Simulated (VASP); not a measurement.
# Si in VASP: notebook, part 2 of 2

VASP 6.6.1. The steps go on from the part before.

## (4) Single point, LDA (engineering shear strain xy -0.0267, strain +e along x and -e along y +0.0000)

INCAR

```
SYSTEM = Si
  PREC = Accurate
  ENCUT = 520
  EDIFF = 1E-6
  ISMEAR = 0
  SIGMA = 0.03
  LREAL = .False.
  LASPH = .True.
  NELM = 100
  ALGO = Normal
  ISIF = 2
  LWAVE = .False.
  LCHARG = .False.
  NBANDS = 16
```

KPOINTS

```
regular mesh
0
Gamma
  12 12 6
  0 0 0
```

POSCAR

```
Si
1.0
    3.8016851185     -0.0507524963      0.0000000000
   -1.9447955104      3.3177321380      0.0000000000
    0.0000000000      0.0000000000      6.2886938331
Si
4
Direct
    0.3333333333      0.6666666667      0.0630360460
    0.6666666667      0.3333333333      0.5630360460
    0.3333333333      0.6666666667      0.4369639540
    0.6666666667      0.3333333333      0.9369639540
```

Potentials or basis: VASP PAW LDA potentials, release 64 (Si).

Launch:

```
$ cat potpaw_LDA.64/Si/POTCAR > POTCAR
$ mpirun -np 1 vasp_std > vasp.out
```

OUTCAR:

```text
SYSTEM = Si
   PREC = Accurate
   ENCUT = 520
   EDIFF = 1E-6
   ISMEAR = 0
   LREAL = .False.
   LASPH = .True.
   NELM = 100
   ISIF = 2

 ion  position               nearest neighbor table
   1  0.333  0.667  0.063-   4 2.31   4 2.33   3 2.35   4 2.36
   2  0.667  0.333  0.563-   3 2.31   3 2.33   4 2.35   3 2.36
   3  0.333  0.667  0.437-   2 2.31   2 2.33   1 2.35   2 2.36
   4  0.667  0.333  0.937-   1 2.31   1 2.33   2 2.35   1 2.36

  LATTYP: Found a simple monoclinic cell.
 ALAT       =     3.7578178503
 B/A-ratio  =     1.6734961841
 C/A-ratio  =     1.0117637490
 COS(beta)  =    -0.4824911532

  Lattice vectors:

 A1 = (   1.8568896081,   3.2669796417,   0.0000000000)
 A2 = (   0.0000000000,   0.0000000000,  -6.2886938331)
 A3 = (  -3.8016851185,   0.0507524963,   0.0000000000)

Analysis of symmetry for initial positions (statically):
=====================================================================
 Subroutine PRICEL returns:
 Original cell was already a primitive cell.

 Routine SETGRP: Setting up the symmetry group for a
 simple monoclinic supercell.

 Subroutine GETGRP returns: Found  4 space group operations
 (whereof  2 operations were pure point group operations)
 out of a pool of  4 trial point group operations.

The static configuration has the point symmetry S_2 .
 The point group associated with its full space group is C_2h.

Analysis of symmetry for dynamics (positions and initial velocities):
=====================================================================
 Subroutine PRICEL returns:
 Original cell was already a primitive cell.

 Routine SETGRP: Setting up the symmetry group for a
 simple monoclinic supercell.

 Subroutine GETGRP returns: Found  4 space group operations
 (whereof  2 operations were pure point group operations)
 out of a pool of  4 trial point group operations.

The dynamic configuration has the point symmetry S_2 .
 The point group associated with its full space group is C_2h.

 Subroutine INISYM returns: Found  4 space group operations
 (whereof  2 operations are pure point group operations),
 and found     1 'primitive' translations

----------------------------------------------------------------------------------------

                                     Primitive cell

  volume of cell :      78.6984

  direct lattice vectors                    reciprocal lattice vectors
     3.801685119 -0.050752496  0.000000000     0.265115922  0.155406233  0.000000000
    -1.944795510  3.317732138  0.000000000     0.004055570  0.303788013  0.000000000
     0.000000000  0.000000000  6.288693833     0.000000000  0.000000000  0.159015533

  length of vectors
     3.802023876  3.845721794  6.288693833     0.307306930  0.303815083  0.159015533

  position of ions in fractional coordinates (direct lattice)
     0.333333333  0.666666667  0.063036046
     0.666666667  0.333333333  0.563036046
     0.333333333  0.666666667  0.436963954
     0.666666667  0.333333333  0.936963954

  ion indices of the primitive-cell ions
   primitive index   ion index
                 1           1
                 2           2
                 3           3
                 4           4

----------------------------------------------------------------------------------------

[... 28 lines left out ...]
  0.166667  0.000000  0.000000      2.000000
  0.250000  0.000000  0.000000      2.000000
  0.333333 -0.000000  0.000000      2.000000
  0.416667  0.000000  0.000000      2.000000
[... 16 lines left out ...]
  0.250000  0.166667  0.000000      2.000000
  0.333333  0.166667  0.000000      2.000000
 [... further k-points ...]
   k-points           NKPTS =    296   k-points in BZ     NKDIM =    296   number of bands    NBANDS=     16
   number of dos      NEDOS =    301   number of ions     NIONS =      4
   total plane-waves  NPLWV =  40320
   dimension x,y,z NGX =    28 NGY =   30 NGZ =   48
   dimension x,y,z NGXF=    56 NGYF=   60 NGZF=   96
   ions per type =               4
   NGX,Y,Z   is equivalent  to a cutoff of  12.24, 12.97, 12.69 a.u.
   NGXF,Y,Z  is equivalent  to a cutoff of  24.49, 25.94, 25.38 a.u.
 SYSTEM =  Si
   PREC   = accura    normal or accurate (medium, high low for compatibility)
   ISTART =      0    job   : 0-new  1-cont  2-samecut
   ICHARG =      2    charge: 1-file 2-atom 10-const
   ISPIN  =      1    spin polarized calculation?
   LNONCOLLINEAR =      F non collinear calculations
   LSORBIT =      F    spin-orbit coupling
   LASPH  =      T    aspherical Exc in radial PAW
   ENCUT  =  520.0 eV  38.22 Ry    6.18 a.u.   7.07  7.15 11.69*2*pi/ulx,y,z
   NELM   =    100;   NELMIN=  2; NELMDL= -5     # of ELM steps
   EDIFF  = 0.1E-05   stopping-criterion for ELM
   LREAL  =      F    real-space projection
   EDIFFG = 0.1E-04   stopping-criterion for IOM
   NSW    =      0    number of steps for IOM
   IBRION =     -1    ionic relax: 0-MD 1-quasi-New 2-CG
   NFREE  =      0    steps in history (QN), initial steepest desc. (CG)
   ISIF   =      2    stress and relaxation
   ISYM   =      2    0-nonsym 1-usesym 2-fastsym
   POTIM  = 0.5000    time-step for ionic-motion
   TEBEG  =    0.0;   TEEND  =   0.0 temperature during run
   PSTRESS=    0.0 pullay stress
   NELECT =      16.0000    total number of electrons
   NUPDOWN=      -1.0000    fix difference up-down
   EMIN   =  10.00;   EMAX   =-10.00  energy-range for DOS
   EFERMI =   0.00;   METHOD = LEGACY
   ISMEAR =     0;   SIGMA  =   0.03  broadening in eV -4-tet -1-fermi 0-gaus
   EFERMI_NEDOS =   21; number of points for ismear=-14 and -15
   IALGO  =     38    algorithm
   IMIX   =      4    mixing-type and parameters
     AMIX     =   0.40;   BMIX     =  1.00
     AMIX_MAG =   1.60;   BMIX_MAG =  1.00
  volume/ion in A,a.u.               =      19.67       132.77
  Fermi-wavevector in a.u.,A,eV,Ry     =   0.962630  1.819107 12.607934  0.926657
  Thomas-Fermi vector in A             =   2.092106
   LORBIT       =      0    0 simple, 1 ext, 2 COOP (PROOUT), +10 PAW based schemes
   GGA     = CA    functional components
   LHFCALC =     F    Hartree Fock is set to
   AEXX    =    0.0000 exact exchange contribution
   IVDW    =     0    specifies the selected vdW correction
   LEPSILON=     F    determine dielectric tensor
   LRPA    =     F    only Hartree local field effects (RPA)
 non-spin polarized calculation
 Gauss-broadening in eV      SIGMA  =   0.03
  energy-cutoff  :      520.00
  volume of cell :       78.70
 maximum number of plane-waves:      2138
   NGX = 15   NGY = 15   NGZ = 23

 number of electron      15.9999999 magnetization

 Free energy of the ion-electron system (eV)
  ---------------------------------------------------
  ext. energy  EPLUGINS =         0.00000000
  ---------------------------------------------------
  free energy    TOTEN  =       -23.78455438 eV

  energy without entropy =      -23.78454105  energy(sigma->0) =      -23.78454771

 E-fermi :   6.2967     XC(G=0):  -9.6677

 val. band max:        6.2655013193   @ k =   0.0000   0.0000   0.0000
 cond. band min:       6.3278016434   @ k =   0.5000   0.0000   0.0000
 fundamental gap:      0.0623003241
 Fermi energy:         6.2966514818

 k-point     1 :       0.0000    0.0000    0.0000
  band No.  band energies     occupation
      1      -6.1442      2.00000
      2      -3.8036      2.00000
      3      -1.1440      2.00000
      4       4.6054      2.00000
      5       4.7316      2.00000
      6       5.8447      2.00000
[... 433 lines left out ...]
      3      -1.5413      2.00000
      4       0.6310      2.00000
      5       1.4036      2.00000
      6       1.9984      2.00000
[... 8 lines left out ...]
     15      12.6133      0.00000
     16      12.6339      0.00000

 [... further k-points ...]

------------------------ aborting loop because EDIFF is reached ----------------------------------------

  FORCE on cell =-STRESS in cart. coord.  units (eV):
  Direction    XX          YY          ZZ          XY          YZ          ZX
  --------------------------------------------------------------------------------------
  -------------------------------------------------------------------------------------
  Total        0.0878339      0.0723102      0.0458638      1.1825142      0.0000000      0.0000000
  in kB        1.7881609      1.4721242      0.9337155     24.0741509      0.0000000      0.0000000
  external PRESSURE =       1.3980002 kB  Pullay stress =       0.0000000 kB

 VOLUME and BASIS-vectors are now :
 -----------------------------------------------------------------------------
  energy-cutoff  :      520.00
  volume of cell :       78.70
      direct lattice vectors                 reciprocal lattice vectors
     3.801685119 -0.050752496  0.000000000     0.265115922  0.155406233  0.000000000
    -1.944795510  3.317732138  0.000000000     0.004055570  0.303788013  0.000000000
     0.000000000  0.000000000  6.288693833     0.000000000  0.000000000  0.159015533

 POSITION                                       TOTAL-FORCE (eV/Angst)
 -----------------------------------------------------------------------------------
     -0.02930      2.19490      0.39641         0.222460      0.010253      0.006947
      1.88619      1.07208      3.54076        -0.222460     -0.010253      0.006947
     -0.02930      2.19490      2.74793         0.222460      0.010253     -0.006947
      1.88619      1.07208      5.89228        -0.222460     -0.010253     -0.006947
 -----------------------------------------------------------------------------------
    total drift:                                0.000000     -0.000000     -0.000000

  FREE ENERGIE OF THE ION-ELECTRON SYSTEM (eV)
  ---------------------------------------------------
  free  energy   TOTEN  =       -23.7845543768 eV

  energy  without entropy=      -23.7845410468  energy(sigma->0) =      -23.78454771
```

It took 3.5 min on 1 thread of Intel Xeon Platinum 8259CL at 2.50GHz (Skylake/Cascade Lake), shared host; peak memory 0.35 GiB.

Results:

```
Free energy            : -23.7846 eV
Pressure               : 0.1 GPa
Largest force          : 0.223 eV/Å
Band gap on the k mesh : 0.06 eV (least direct gap 0.90 eV)
```

Forces in eV/Å, atoms in the order of the input:
```
Si   0.222  0.010  0.007
Si  -0.222 -0.010  0.007
Si   0.222  0.010 -0.007
Si  -0.222 -0.010 -0.007
```

Levels at points of the mesh, in eV from the valence-band top:
```csv
k point,band 6,band 7,band 8,band 9,band 10,band 11
"(0.00, 0.00, 0.00)",-0.42,-0.10,0.00,0.90,1.79,2.06
"(0.50, 0.00, 0.00)",-3.32,-3.15,-1.65,0.06,2.05,2.79
"(0.00, 0.50, 0.00)",-3.22,-3.10,-1.52,0.22,2.24,2.81
"(0.50, 0.50, 0.00)",-3.16,-3.02,-1.38,0.38,2.43,2.84
"(0.00, 0.00, 0.50)",-1.05,-0.94,-0.94,1.69,1.69,2.75
"(0.50, 0.00, 0.50)",-2.67,-2.53,-2.53,0.62,0.62,1.50
"(0.00, 0.50, 0.50)",-2.59,-2.49,-2.49,0.75,0.75,1.50
"(0.50, 0.50, 0.50)",-2.59,-2.38,-2.38,0.88,0.88,1.51
```

Caveat: the cell differs from its parent crystal (engineering shear strain xy -0.0267, strain +e along x and -e along y +0.0000). A k mesh can miss the band edges.

## (5) Overview

```csv
cell,gap on the mesh (eV),pressure (GPa),largest force (eV/Å)
"a = 3.890, b = 3.758, c = 6.289 Å, angles 90.0, 90.0, 121.2°, 4 atoms",none,0.3,0.43
"a = 3.713, b = 3.847, c = 6.289 Å, angles 90.0, 90.0, 118.9°, 4 atoms",-,0.3,0.36
"a = 3.802, b = 3.846, c = 6.289 Å, angles 90.0, 90.0, 121.1°, 4 atoms",0.06,0.1,0.22
```

Alike in all rows: task single point; level LDA; potentials or basis VASP PAW LDA potentials, release 64 (Si); no spin polarisation; k mesh 12 × 12 × 6; cutoff (eV) 520; smearing gaussian 0.03 eV.

Caveats: semilocal functionals underestimate gaps, so a narrow gap can read as zero (at least some runs).

Total energies depend on the potentials used, so only differences within one code and one set of settings carry meaning.
